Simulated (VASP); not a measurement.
# H2C9 in VASP: a series of runs, part 2 of 2

VASP 6.6.1. Earlier steps stand in the parts before.

**3. Single point, LDA**

Input file INCAR:

```
ALGO = Normal
DIPOL = 0.5 0.5 0.359
EDIFF = 1E-7
ENCUT = 520
GGA = CA
IDIPOL = 3
ISIF = 2
ISMEAR = 0
LASPH = T
LCHARG = F
LDIPOL = T
LREAL = Auto
LWAVE = F
NBANDS = 55
NELM = 60
PREC = Accurate
SIGMA = 0.05
```

Input file KPOINTS:

```
k-points
0
Gamma
  10 5 1
```

Input file POSCAR:

```
H2C9
1.0
    2.4973154970      0.0000000000      0.0000000000
    0.0000000000      4.9946309939      0.0000000000
    0.0000000000      0.0000000000     20.5658806949
C H
18 4
Direct
    0.0000000000      0.2500000000      0.2262196243
    0.0000000000      0.7500000000      0.2262196243
    0.0000000000      0.5000000000      0.2691516229
    0.0000000000      0.0000000000      0.2691516229
    0.5000000000      0.5000000000      0.3120836215
    0.5000000000      0.0000000000      0.3120836215
    0.5000000000      0.7500000000      0.3550156201
    0.5000000000      0.2500000000      0.3550156201
    0.0000000000      0.7532558008      0.3969976544
    0.0000000000      0.2465834703      0.3973293856
    0.0000000000     -0.0020961973      0.4433143084
    0.0000000000      0.5011738569      0.4361212193
    0.5000000000     -0.0030560347      0.4883705815
    0.5000000000      0.5030774348      0.4757832369
    0.5000000000      0.2644773991      0.5250657985
    0.5000000000      0.7297842698      0.5278460069
    0.0000000000      0.3621943523      0.5546335562
    0.0000000000      0.6350033859      0.5617326930
   -0.2843917683      0.2504266612      0.1890712551
    0.2843917683      0.2504266612      0.1890712551
    0.2843917683      0.7495733388      0.1890712551
   -0.2843917683      0.7495733388      0.1890712551
```

Potentials or basis: VASP PAW LDA potentials, release 64 (C, H).

Command:

```bash
cat potpaw_LDA.64/C/POTCAR potpaw_LDA.64/H/POTCAR > POTCAR
mpirun -np 1 vasp_std > vasp.out
```

Wall time 17 min (1 thread of Intel Xeon 8259CL, shared host); peak memory 0.36 GiB.

The run converged. Its results:

| Property | Result |
| --- | --- |
| Free energy | -188.2170 eV |
| Largest force | 2.104 eV/Å |
| Band gap on the k mesh | 1.18 eV |

Forces on the atoms (eV/Å):
```
C    0.000 -0.003  1.903
C    0.000  0.002  1.907
C    0.000 -0.007 -1.788
C    0.000  0.006 -1.837
C    0.000  0.002 -0.010
C    0.000  0.001 -0.388
C    0.000  0.934 -0.655
C    0.000 -0.944 -0.432
C    0.000  0.022  0.005
C    0.000 -0.016  0.005
C    0.000 -0.002  0.009
C    0.000 -0.001  0.000
C    0.000  0.001  0.017
C    0.000  0.005 -0.006
C    0.000 -0.065  0.006
C    0.000  0.054  0.005
C    0.000 -0.050  2.103
C    0.000  0.061 -0.702
H   -0.034  0.001 -0.035
H    0.034  0.001 -0.035
H    0.035 -0.001 -0.035
H   -0.035 -0.001 -0.035
```

Levels at points of the mesh, in eV from the valence-band top:
| k point | band 36 | band 37 | band 38 | band 39 | band 40 | band 41 |
| --- | --- | --- | --- | --- | --- | --- |
| (0.00, 0.00, 0.00) | -0.48 | -0.27 | 0.00 | 1.18 | 2.40 | 3.00 |
| (0.50, 0.00, 0.00) | -3.04 | -3.01 | -1.97 | 1.25 | 3.90 | 4.03 |

**4. Single point, LDA**

Input file INCAR:

```
ALGO     = Normal         # electronic algorithm
DIPOL    = 0.5 0.5 0.360
EDIFF    = 1E-6           # SCF threshold, eV
ENCUT    = 520            # plane-wave cutoff, eV
GGA      = CA             # functional
IDIPOL   = 3            
ISIF     = 2              # what is computed and relaxed
ISMEAR   = 0              # smearing method
LASPH    = T              # aspherical terms in the spheres
LCHARG   = F              # write CHGCAR
LDIPOL   = T            
LREAL    = Auto         
LWAVE    = F              # write WAVECAR
NBANDS   = 55             # bands
NELM     = 100            # most SCF steps
PREC     = Accurate       # precision mode
SIGMA    = 0.05           # smearing width, eV
```

KPOINTS is that of step 3.

Input file POSCAR:

```
H2C9
1.0
    2.4973154970      0.0000000000      0.0000000000
    0.0000000000      4.9946309939      0.0000000000
    0.0000000000      0.0000000000     20.5658806949
C H
18 4
Direct
    0.0000000000      0.2500000000      0.2262196243
    0.0000000000      0.7500000000      0.2262196243
    0.0000000000      0.5000000000      0.2691516229
    0.0000000000      0.0000000000      0.2691516229
    0.5000000000      0.5000000000      0.3120836215
    0.5000000000      0.0000000000      0.3120836215
    0.5000000000      0.7500000000      0.3550156201
    0.5000000000      0.2500000000      0.3550156201
    0.0000000000      0.7527978764      0.3985024383
    0.0000000000      0.2471613439      0.3987793647
    0.0000000000     -0.0017205789      0.4457398462
    0.0000000000      0.5010822541      0.4389750880
    0.5000000000     -0.0024593840      0.4919365075
    0.5000000000      0.5028357848      0.4798685702
    0.5000000000      0.2657096977      0.5300056600
    0.5000000000      0.7296214087      0.5326796714
    0.0000000000      0.3617810750      0.5617326930
    0.0000000000      0.6363038659      0.5684914602
   -0.2843917683      0.2504266612      0.1890712551
    0.2843917683      0.2504266612      0.1890712551
    0.2843917683      0.7495733388      0.1890712551
   -0.2843917683      0.7495733388      0.1890712551
```

Potentials or basis: VASP PAW LDA potentials, release 64 (C, H).

Command:

```bash
cat potpaw_LDA.64/C/POTCAR potpaw_LDA.64/H/POTCAR > POTCAR
mpirun -np 1 vasp_std > vasp.out
```

OUTCAR:

```text
EDIFF = 1E-6
   ENCUT = 520
   GGA = CA
   ISIF = 2
   ISMEAR = 0
   LASPH = T
   LREAL = Auto
   NELM = 100
   PREC = Accurate

 ion  position               nearest neighbor table
   1  0.000  0.250  0.226-  19 1.04  20 1.04   3 1.53   4 1.53
   2  0.000  0.750  0.226-  21 1.04  22 1.04   3 1.53   4 1.53
   3  0.000  0.500  0.269-   1 1.53   2 1.53   5 1.53   5 1.53
   4  0.000  0.000  0.269-   1 1.53   2 1.53   6 1.53   6 1.53
   5  0.500  0.500  0.312-   7 1.53   8 1.53   3 1.53   3 1.53
   6  0.500  0.000  0.312-   7 1.53   8 1.53   4 1.53   4 1.53
[... 8 lines left out ...]
  15  0.500  0.266  0.530-  17 1.49  17 1.49  13 1.55  14 1.57
  16  0.500  0.730  0.533-  18 1.52  18 1.52  14 1.57  13 1.58
[... 1202 lines left out ...]
  external PRESSURE =      48.8139403 kB  Pullay stress =       0.0000000 kB

 VOLUME and BASIS-vectors are now :
 -----------------------------------------------------------------------------
  energy-cutoff  :      520.00
  volume of cell :      256.52
      direct lattice vectors                 reciprocal lattice vectors
     2.497315497  0.000000000  0.000000000     0.400429982  0.000000000  0.000000000
     0.000000000  4.994630994  0.000000000     0.000000000  0.200214991  0.000000000
     0.000000000  0.000000000 20.565880695     0.000000000  0.000000000  0.048624225

 POSITION                                       TOTAL-FORCE (eV/Angst)
 -----------------------------------------------------------------------------------
      0.00000      1.24866      4.65241         0.000000      0.001019      1.906622
      0.00000      3.74597      4.65241         0.000000     -0.000223      1.909793
      0.00000      2.49732      5.53534         0.000000     -0.004629     -1.783710
      0.00000      0.00000      5.53534         0.000000      0.005614     -1.823870
      1.24866      2.49732      6.41827         0.000000      0.002196      0.181587
      1.24866      0.00000      6.41827         0.000000      0.000666     -0.135187
[... 14 lines left out ...]
      0.71022      3.74384      3.88842         0.034787      0.000926     -0.036101
      1.78710      3.74384      3.88842        -0.034787      0.000926     -0.036101
 -----------------------------------------------------------------------------------
    total drift:                                0.000000     -0.011774      0.012723

  FREE ENERGIE OF THE ION-ELECTRON SYSTEM (eV)
  ---------------------------------------------------
  free  energy   TOTEN  =      -188.2554671118 eV

  energy  without entropy=     -188.2554671118  energy(sigma->0) =     -188.25546711

 vacuum level on the upper side and lower side of the slab         7.667         3.752
```

OSZICAR:

```text
N       E                     dE             d eps       ncg     rms          rms(c)
DAV:   1     0.464378419992E+03    0.46438E+03   -0.36356E+04  1980   0.123E+03
DAV:   2    -0.148605938542E+03   -0.61298E+03   -0.58253E+03  2677   0.293E+02
DAV:   3    -0.198994422201E+03   -0.50388E+02   -0.49812E+02  2481   0.831E+01
[... 17 lines left out ...]
DAV:  21    -0.188255429755E+03   -0.23349E-04   -0.11676E-06  1723   0.370E-03    0.115E-03
DAV:  22    -0.188255458058E+03   -0.28303E-04   -0.23803E-06  1699   0.345E-03    0.128E-03
DAV:  23    -0.188255464010E+03   -0.59526E-05   -0.44339E-07  1632   0.213E-03    0.876E-04
DAV:  24    -0.188255466663E+03   -0.26526E-05   -0.18787E-07  1768   0.166E-03    0.279E-04
DAV:  25    -0.188255467112E+03   -0.44875E-06   -0.37503E-08  1778   0.117E-03
   1 F= -.18825547E+03 E0= -.18825547E+03  d E =-.157700E-11
```

stdout:

```text
POSCAR found type information on POSCAR C H
 POSCAR found :  2 types and      22 ions
 scaLAPACK will be used
 LDA part: xc-table for (Slater(with rela. corr.)+CA(PZ))
 , standard interpolation
 POSCAR, INCAR and KPOINTS ok, starting setup
 FFT: planning ... GRIDC
 FFT: planning ... GRID_SOFT
 FFT: planning ... GRID
 WAVECAR not read
 entering main loop
```

It took 18 min on 1 thread of Intel Xeon 8259CL, shared host; peak memory 0.37 GiB.

Results:

```
Free energy            : -188.2555 eV
Largest force          : 1.910 eV/Å
Band gap on the k mesh : 1.08 eV (least direct gap 1.13 eV)
```

Forces in eV/Å, atoms in the order of the input:
```
C    0.000  0.001  1.907
C    0.000  0.000  1.910
C    0.000 -0.005 -1.784
C    0.000  0.006 -1.824
C    0.000  0.002  0.182
C    0.000  0.001 -0.135
C    0.000  0.809  0.350
C    0.000 -0.810  0.520
C    0.000  0.016  0.002
C    0.000 -0.010 -0.011
C    0.000 -0.015  0.003
C    0.000 -0.004  0.004
C    0.000  0.020  0.009
C    0.000  0.005 -0.023
C    0.000 -0.039  0.001
C    0.000  0.033  0.004
C    0.000 -0.053  0.814
C    0.000  0.040 -1.784
H   -0.035  0.000 -0.036
H    0.035  0.000 -0.036
H    0.035  0.001 -0.036
H   -0.035  0.001 -0.036
```

Levels at points of the mesh, in eV from the valence-band top:
```csv
k point,band 36,band 37,band 38,band 39,band 40,band 41
"(0.00, 0.00, 0.00)",-0.52,-0.52,0.00,1.13,2.13,2.97
"(0.50, 0.00, 0.00)",-3.04,-2.74,-2.04,1.12,3.82,3.97
```

**5. Summary**

| cell | gap on the mesh (eV) | largest force (eV/Å) |
| --- | --- | --- |
| as given, atomic positions A | 1.10 | 1.91 |
| as given, atomic positions B | 1.18 | 2.10 |
| as given, atomic positions C | 1.08 | 1.91 |

Alike in all rows: task single point; level LDA; potentials or basis VASP PAW LDA potentials, release 64 (C, H); no spin polarisation; k mesh 10 × 5 × 1; cutoff (eV) 520; smearing gaussian 0.05 eV.

Total energies depend on the potentials used, so only differences within one code and one set of settings carry meaning.
